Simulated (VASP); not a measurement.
# LiAl15HN16 (a cell with a defect) in VASP: electric field gradients with PBE

Aim: the electric field gradients of LiAl15HN16 (a cell with a defect) with PBE.

Everything below comes from runs of VASP 6.6.1. Logs are shortened: lines on timing, memory, paths and dates and some standing lists are left out, and cuts for length are marked.

**1. The cell of the first run**

The cell holds a defect, 33 atoms: a = 6.260 Å, b = 6.260 Å, c = 10.035 Å, α = 90.00°, β = 90.00°, γ = 120.00°.

**2. Electric field gradients, PBE, collinear spin**

Input file INCAR:

```
  PREC = Accurate
  ENCUT = 520
  EDIFF = 1E-8
  ISMEAR = -1
  SIGMA = 0.01
  LREAL = Auto
  LASPH = T
  NELM = 150
  ALGO = Normal
  ISIF = 2
  LWAVE = F
  LCHARG = F
  ISPIN = 2
  MAGMOM = 0 0 0 0 0 0 0 0 0 0 0 0 0 0 0 0.02 0.01 0.01 0.02 0.21 0.23 0.01 0.02 0 0.22 0.01 0.02 0 0.01 0.01 0 0 0
  LORBIT = 11
  NUPDOWN = 1.0
  GGA = PE
  LEFG = T
  NBANDS = 90
  KPAR = 2
  NCORE = 2
```

Input file KPOINTS:

```
Automatic mesh
0
Gamma
  2 2 2
  0.5 0.5 0.5
```

Input file POSCAR:

```
LiAl15HN16
1.0
    6.2595139128      0.0000000578      0.0000000000
   -3.1297570064      5.4208980350      0.0000000000
    0.0000000000      0.0000000000     10.0348065929
Al Li N H
15 1 16 1
Direct
    0.3310608034      0.1692216546      0.2406427233
    0.3330751114      0.1668142114      0.7493308997
    0.1641950056      0.3352700192      0.9981828833
    0.3336416469      0.6664196519      0.2514857776
    0.1550192046      0.8163156797      0.5056218426
    0.3340819293      0.6680307162      0.7490506041
    0.1646852902      0.8326104782      0.9990470490
    0.8324622067      0.1660218651      0.2518480779
    0.6839844888      0.3444762862      0.5055137091
    0.8321688188      0.1661674725      0.7490679050
    0.6664345652      0.3348354947      0.9992807486
    0.8331212305      0.6667246527      0.2494529751
    0.6667524945      0.8335606383      0.5021167278
    0.8315271845      0.6683370555      0.7529773543
    0.6654928280      0.8343478457      1.0004079707
    0.1726191357      0.3244530929      0.4847529760
    0.3523872918      0.1476625676      0.4316175908
    0.1655855233      0.3336874442      0.1892819879
    0.3303014511      0.1683607333      0.9405441698
    0.1671264097      0.3334975489      0.7006150512
    0.3424511307      0.6847628008      0.4391308793
    0.1671506019      0.8318764454      0.1881189577
    0.3318040967      0.6697283123      0.9398344447
    0.1652341521      0.8320873789      0.6923581026
    0.8138431954      0.1561290637      0.4388636911
    0.6682665764      0.3333926757      0.1880812063
    0.8297194198      0.1680273755      0.9399238791
    0.6680355370      0.3347867075      0.6923524966
    0.8318924942      0.6678117290      0.4397615322
    0.6677971354      0.8315993728      0.1891520180
    0.8306752757      0.6687206060      0.9408325871
    0.6676564560      0.8323723406      0.6919243604
    0.4464552100      0.0547870232      0.4032626332
```

Potentials or basis: VASP PAW PBE potentials, release 64 (Al, Li_sv, N, H).

Command:

```console
> cat potpaw_PBE.64/Al/POTCAR potpaw_PBE.64/Li_sv/POTCAR potpaw_PBE.64/N/POTCAR potpaw_PBE.64/H/POTCAR > POTCAR
> mpirun -np 4 vasp_std > vasp.out
```

OUTCAR:

```text
PREC = Accurate
   ENCUT = 520
   EDIFF = 1E-8
   ISMEAR = -1
   LREAL = Auto
   LASPH = T
   NELM = 150
   ISIF = 2
   ISPIN = 2
   LORBIT = 11
   NUPDOWN = 1.0
   GGA = PE

 ion  position               nearest neighbor table
   1  0.331  0.169  0.241-  18 1.86  26 1.90  22 1.90  17 1.93  33 2.05  16 2.98  11 3.03   3 3.03
                             7 3.03   4 3.11   8 3.11  12 3.13  12 3.13   8 3.15   4 3.16   9 3.27
   2  0.333  0.167  0.749-  20 1.87  24 1.90  28 1.90  19 1.92  11 3.09   7 3.09   3 3.10   5 3.10
                             9 3.10   6 3.13  10 3.13  14 3.13  14 3.13  10 3.13   6 3.13
   3  0.164  0.335  0.998-  19 1.90  27 1.91  23 1.91  18 1.92   1 3.03  10 3.08   6 3.08   2 3.10
                             7 3.11   4 3.11  11 3.11   8 3.12  15 3.13  15 3.13  11 3.15   7 3.15
   4  0.334  0.666  0.251-  21 1.89  22 1.91  18 1.91  30 1.92  15 3.10  13 3.10   1 3.11   5 3.11
                             3 3.11   7 3.12   8 3.12  12 3.13  12 3.13   8 3.13   1 3.16
   5  0.155  0.816  0.506-  21 1.86  29 1.87  24 1.88  17 1.95  33 1.97   9 2.95   6 3.02  14 3.04
                             2 3.10  12 3.11   4 3.11  13 3.11  13 3.15   1 3.28   9 3.31
   6  0.334  0.668  0.749-  20 1.88  24 1.89  32 1.90  23 1.91   5 3.02  13 3.06   3 3.08   7 3.09
                            15 3.10  14 3.11  10 3.12   2 3.13   2 3.13  10 3.14  14 3.15
   7  0.165  0.833  0.999-  23 1.89  22 1.90  31 1.90  19 1.91   1 3.03  14 3.06  12 3.09   2 3.09
                             6 3.09   3 3.11  11 3.12   4 3.12  15 3.13  15 3.13  11 3.14   3 3.15
   8  0.832  0.166  0.252-  25 1.88  26 1.91  18 1.91  30 1.92  16 2.98  13 3.09  15 3.10   9 3.10
                             1 3.11   3 3.12  11 3.12   4 3.12  12 3.13  12 3.13   4 3.13   1 3.15
   9  0.684  0.344  0.506-  25 1.86  29 1.87  28 1.88  17 1.95  33 1.96   5 2.95  10 3.02  14 3.04
                             2 3.10   8 3.10  12 3.11  13 3.12  13 3.15   1 3.27   5 3.31
  10  0.832  0.166  0.749-  20 1.88  28 1.89  32 1.90  27 1.92   9 3.02  13 3.06   3 3.08  11 3.10
                            15 3.10  14 3.11   6 3.12   2 3.13   2 3.13   6 3.14  14 3.15
  11  0.666  0.335  0.999-  27 1.89  26 1.89  31 1.90  19 1.92   1 3.03  14 3.06  12 3.09   2 3.09
                            10 3.10   3 3.11   7 3.12   8 3.12  15 3.13  15 3.13   7 3.14   3 3.15
  12  0.833  0.667  0.249-  30 1.89  26 1.91  29 1.91  22 1.91  11 3.09   7 3.09  15 3.09   5 3.11
                             9 3.11  13 3.11   4 3.13   8 3.13   1 3.13   8 3.13   1 3.13   4 3.13
  13  0.667  0.834  0.502-  25 1.86  21 1.87  29 1.90  32 1.90  10 3.06   6 3.06  14 3.09   8 3.09
                             4 3.10   5 3.11  12 3.11   9 3.12   9 3.15   5 3.15
  14  0.832  0.668  0.753-  32 1.88  31 1.89  28 1.91  24 1.91   5 3.04   9 3.04   7 3.06  11 3.06
                            15 3.07  13 3.09   6 3.11  10 3.11   2 3.13   2 3.13  10 3.15   6 3.15
  15  0.665  0.834  0.000-  31 1.89  30 1.89  27 1.91  23 1.91  14 3.07  12 3.09   4 3.10   6 3.10
                            10 3.10   8 3.10   3 3.13   7 3.13  11 3.13  11 3.13   7 3.13   3 3.13
  16  0.173  0.324  0.485-  25 2.00  17 2.01  21 2.01  20 2.17   8 2.98   1 2.98
  17  0.352  0.148  0.432-  33 1.05   1 1.93   5 1.95   9 1.95  16 2.01
  18  0.166  0.334  0.189-   1 1.86   4 1.91   8 1.91   3 1.92
  19  0.330  0.168  0.941-   3 1.90   7 1.91  11 1.92   2 1.92
  20  0.167  0.333  0.701-   2 1.87   6 1.88  10 1.88  16 2.17
  21  0.342  0.685  0.439-   5 1.86  13 1.87   4 1.89  16 2.01
  22  0.167  0.832  0.188-   7 1.90   1 1.90   4 1.91  12 1.91
  23  0.332  0.670  0.940-   7 1.89   3 1.91  15 1.91   6 1.91
[... 8 lines left out ...]
  32  0.668  0.832  0.692-  14 1.88   6 1.90  10 1.90  13 1.90
  33  0.446  0.055  0.403-  17 1.05   9 1.96   5 1.97   1 2.05

  LATTYP: Found a hexagonal cell.
 ALAT       =     6.2595139128
 C/A-ratio  =     1.6031287306

  Lattice vectors:

 A1 = (   6.2595139128,   0.0000000578,   0.0000000000)
 A2 = (  -3.1297570064,   5.4208980350,   0.0000000000)
 A3 = (   0.0000000000,   0.0000000000,  10.0348065929)

Analysis of symmetry for initial positions (statically):
=====================================================================
 Subroutine PRICEL returns:
 Original cell was already a primitive cell.

 Routine SETGRP: Setting up the symmetry group for a
 hexagonal supercell.

 Subroutine GETGRP returns: Found  1 space group operations
 (whereof  1 operations were pure point group operations)
 out of a pool of 24 trial point group operations.

The static configuration has the point symmetry C_1 .

Analysis of symmetry for dynamics (positions and initial velocities):
=====================================================================
 Subroutine PRICEL returns:
 Original cell was already a primitive cell.

 Routine SETGRP: Setting up the symmetry group for a
 hexagonal supercell.

 Subroutine GETGRP returns: Found  1 space group operations
 (whereof  1 operations were pure point group operations)
 out of a pool of 24 trial point group operations.

The dynamic configuration has the point symmetry C_1 .

[... 209 lines left out ...]
 E-fermi :   6.0322     XC(G=0): -10.7520

 val. band max:        5.9780378542   @ k =  -0.2500   0.2500   0.2500
 cond. band min:       6.1012658378   @ k =  -0.2500   0.0000   0.2500
 fundamental gap:      0.1232279836
 Fermi energy:         5.9274441757

 spin component 1

 k-point     1 :       0.2500    0.2500    0.2500
  band No.  band energies     occupation
      1     -37.3032      1.00000
      2      -9.8632      1.00000
      3      -8.7221      1.00000
      4      -8.3789      1.00000
      5      -8.1042      1.00000
      6      -8.0706      1.00000
[... 937 lines left out ...]
     75      12.0264      0.00000
     76      12.0914      0.00000
 Fermi energy:         6.0321821947

 spin component 2

 k-point     1 :       0.2500    0.2500    0.2500
  band No.  band energies     occupation
      1     -37.2922      1.00000
      2      -9.8239      1.00000
      3      -8.6973      1.00000
      4      -8.3498      1.00000
      5      -8.0777      1.00000
      6      -8.0403      1.00000
[... 937 lines left out ...]
     75      12.0416      0.00000
     76      12.1095      0.00000
 [bands above 76 left out]

------------------------ aborting loop because EDIFF is reached ----------------------------------------

  FORCE on cell =-STRESS in cart. coord.  units (eV):
  Direction    XX          YY          ZZ          XY          YZ          ZX
  --------------------------------------------------------------------------------------
  -------------------------------------------------------------------------------------
  Total        5.2574189      4.6173988      6.2159140     -0.7328363     -0.0140736      0.1784294
  in kB       24.7378701     21.7263668     29.2479022     -3.4482338     -0.0662209      0.8395687
  external PRESSURE =      25.2373797 kB  Pullay stress =       0.0000000 kB

 VOLUME and BASIS-vectors are now :
 -----------------------------------------------------------------------------
  energy-cutoff  :      520.00
  volume of cell :      340.50
      direct lattice vectors                 reciprocal lattice vectors
     6.259513913  0.000000058  0.000000000     0.159756813  0.092235641  0.000000000
    -3.129757006  5.420898035  0.000000000    -0.000000002  0.184471279  0.000000000
     0.000000000  0.000000000 10.034806593     0.000000000  0.000000000  0.099653141

 POSITION                                       TOTAL-FORCE (eV/Angst)
 -----------------------------------------------------------------------------------
      1.54266      0.91733      2.41480         0.144240     -0.117163     -0.156621
      1.56280      0.90428      7.51939        -0.068415      0.051939     -0.041755
     -0.02153      1.81746     10.01657        -0.113066      0.059651     -0.263629
      0.00270      3.61259      2.52361         0.050829      0.027570     -0.217037
     -1.58452      4.42516      5.07382        -0.119569      0.192763      0.002092
      0.00042      3.62133      7.51658         0.092931     -0.288521     -0.047054
[... 25 lines left out ...]
      1.57408      4.51221      6.94333        -0.180697      0.124892     -0.058165
      2.62312      0.29699      4.04666        -0.062834      0.014181     -0.015752
 -----------------------------------------------------------------------------------
    total drift:                               -0.009565      0.002124      0.023313

  FREE ENERGIE OF THE ION-ELECTRON SYSTEM (eV)
  ---------------------------------------------------
  free  energy   TOTEN  =      -235.4063430391 eV

  energy  without entropy=     -235.4062878890  energy(sigma->0) =     -235.40631546

 Electric field gradients (V/A^2)
---------------------------------------------------------------------
 ion       V_xx      V_yy      V_zz      V_xy      V_xz      V_yz
---------------------------------------------------------------------
   1     -11.656    -5.764    17.419     4.929    -5.386     3.147
   2      -6.913    -2.197     9.110     4.425     0.168    -0.066
   3      -4.059    -3.392     7.452     0.591    -0.090     0.052
   4       1.975     0.617    -2.592     0.540    -0.109    -3.317
   5     -14.324    20.430    -6.106    -3.250     2.860    -7.895
   6      -1.774    -7.715     9.489     0.122     0.409     0.482
[... 25 lines left out ...]
  32       1.050    -0.182    -0.868    -1.089    -1.069     0.587
  33      13.573    -4.175    -9.398   -15.164    -9.568     5.528
---------------------------------------------------------------------

 Electric field gradients after diagonalization (V/A^2)
 (convention: |V_zz| > |V_xx| > |V_yy|)
----------------------------------------------------------------------
 ion       V_xx      V_yy      V_zz     asymmetry (V_yy - V_xx)/ V_zz
----------------------------------------------------------------------
   1     -15.629    -2.967    18.597       0.681
   2       9.112     0.459    -9.571       0.904
   3      -4.405    -3.047     7.453       0.182
   4       2.967     1.711    -4.678       0.268
   5     -15.241    -7.768    23.008       0.325
   6      -7.730    -1.787     9.517       0.624
[... 25 lines left out ...]
  32      -1.358    -0.816     2.174       0.250
  33     -12.905   -12.838    25.743       0.003
----------------------------------------------------------------------

           NMR quadrupolar parameters

 Cq : quadrupolar parameter    Cq=e*Q*V_zz/h
 eta: asymmetry parameters     (V_yy - V_xx)/ V_zz
 Q  : nuclear electric quadrupole moment in mb (millibarn)
----------------------------------------------------------------------
 ion       Cq(MHz)       eta       Q (mb)
----------------------------------------------------------------------
   1       0.045       0.681       1.000
   2      -0.023       0.904       1.000
   3       0.018       0.182       1.000
   4      -0.011       0.268       1.000
   5       0.056       0.325       1.000
   6       0.023       0.624       1.000
[... 25 lines left out ...]
  32       0.005       0.250       1.000
  33       0.062       0.003       1.000
----------------------------------------------------------------------

 total charge

# of ion       s       p       d       tot
------------------------------------------
    1        0.370   0.436   0.000   0.806
    2        0.368   0.435   0.000   0.803
    3        0.365   0.429   0.000   0.794
    4        0.367   0.431   0.000   0.798
    5        0.373   0.445   0.000   0.818
    6        0.368   0.438   0.000   0.806
[... 25 lines left out ...]
   32        1.223   2.637   0.000   3.859
   33        0.609   0.100   0.000   0.710
--------------------------------------------------
tot         27.800  48.593   0.000  76.394

 magnetization (x)

# of ion       s       p       d       tot
------------------------------------------
    1       -0.000   0.000   0.000   0.000
    2       -0.001  -0.000   0.000  -0.001
    3        0.000  -0.000   0.000   0.000
    4       -0.000   0.000   0.000  -0.000
    5       -0.001  -0.001   0.000  -0.002
    6       -0.001  -0.001   0.000  -0.002
[... 25 lines left out ...]
   32       -0.000  -0.000   0.000  -0.001
   33       -0.000  -0.001   0.000  -0.001
--------------------------------------------------
tot          0.012   0.667   0.000   0.678
```

Wall time 13 min (4 MPI ranks of AMD EPYC 7R43 (Zen 3), shared host); peak memory 0.47 GiB.

Results:

- Free energy: -235.4063 eV
- Largest force: 0.399 eV/Å
- Net moment: 1.00 μB per cell
- Site moments: Al +0.00, -0.00 (each value once); Li +0.01; N +0.02, +0.01, +0.03, +0.21, +0.18, +0.00, +0.17, -0.00 (each value once); H -0.00 μB
- Largest electric field gradient by atom: Al +18.6, -9.6, +7.5, -4.7, +23.0, +9.5, -4.6, -5.5, +23.3, +9.4, -4.2, -4.9, +8.0, -4.4, -2.7; Li -0.7; N +37.6, -2.8, +3.8, +37.9, +27.2, -4.7, -1.6, +3.2, +24.4, -4.8, +3.7, -4.0, -2.5, +2.2 (each value once); H +25.7 V/Å²
- Valence electrons inside the program's atomic spheres: Al 0.81, 0.80, 0.79, 0.82 (each value once); Li 2.10; N 3.89, 3.85, 3.84, 3.78, 3.80, 3.86, 3.81 (each value once); H 0.71

Forces on the atoms (eV/Å):
```
Al   0.144 -0.117 -0.157
Al  -0.068  0.052 -0.042
Al  -0.113  0.060 -0.264
Al   0.051  0.028 -0.217
Al  -0.120  0.193  0.002
Al   0.093 -0.289 -0.047
Al  -0.084  0.096 -0.093
Al   0.060 -0.085 -0.294
Al  -0.276  0.051  0.043
Al   0.300  0.056 -0.038
Al  -0.111  0.019 -0.149
Al   0.141 -0.043 -0.198
Al   0.079 -0.141  0.146
Al   0.132 -0.077 -0.072
Al  -0.145  0.078 -0.148
Li   0.053 -0.003  0.249
N    0.342 -0.204 -0.028
N   -0.202  0.108  0.182
N    0.247 -0.098  0.180
N   -0.135  0.051  0.161
N    0.077  0.050 -0.114
N   -0.203  0.074  0.143
N    0.180 -0.069  0.157
N   -0.149  0.088  0.040
N    0.011 -0.011 -0.106
N   -0.175  0.092  0.161
N    0.154 -0.122  0.146
N   -0.153  0.072  0.028
N    0.096 -0.056  0.138
N   -0.153  0.107  0.170
N    0.171 -0.098  0.094
N   -0.181  0.125 -0.058
H   -0.063  0.014 -0.016
```

Electric field gradients, principal values (V/Å²):
```csv
atom,least,middle,greatest (by size)
1 Al,-2.967,-15.629,18.597
2 Al,0.459,9.112,-9.571
3 Al,-3.047,-4.405,7.453
4 Al,1.711,2.967,-4.678
5 Al,-7.768,-15.241,23.008
6 Al,-1.787,-7.730,9.517
7 Al,1.356,3.215,-4.571
8 Al,1.734,3.796,-5.530
9 Al,-7.402,-15.914,23.315
10 Al,-1.933,-7.516,9.449
11 Al,1.335,2.913,-4.248
12 Al,0.232,4.622,-4.853
13 Al,-0.661,-7.358,8.019
14 Al,0.081,4.287,-4.368
15 Al,0.928,1.806,-2.734
16 Li,0.086,0.619,-0.705
17 N,-17.642,-19.917,37.559
18 N,0.848,1.949,-2.797
19 N,-1.364,-2.479,3.842
20 N,-18.791,-19.082,37.872
21 N,-11.292,-15.918,27.210
22 N,1.200,3.500,-4.700
23 N,0.371,1.248,-1.619
24 N,-1.143,-2.013,3.156
25 N,-9.852,-14.507,24.359
26 N,1.121,3.661,-4.781
27 N,0.120,1.432,-1.552
28 N,-0.942,-2.216,3.158
29 N,-0.810,-2.857,3.667
30 N,0.189,3.772,-3.960
31 N,0.749,1.798,-2.547
32 N,-0.816,-1.358,2.174
33 H,-12.838,-12.905,25.743
```

Caveat: the k points lie up to 0.58 Å⁻¹ apart; the cutoff is under 1.25 times the usual one of these potentials, so pressure, stress and relaxed cells hold a basis-set (Pulay) error; without QUAD_EFG the Cq values of the log hold for a quadrupole moment of 1 mb, not for the nuclei; the total moment is fixed, so each spin has its own Fermi level and the state may be an excited one.
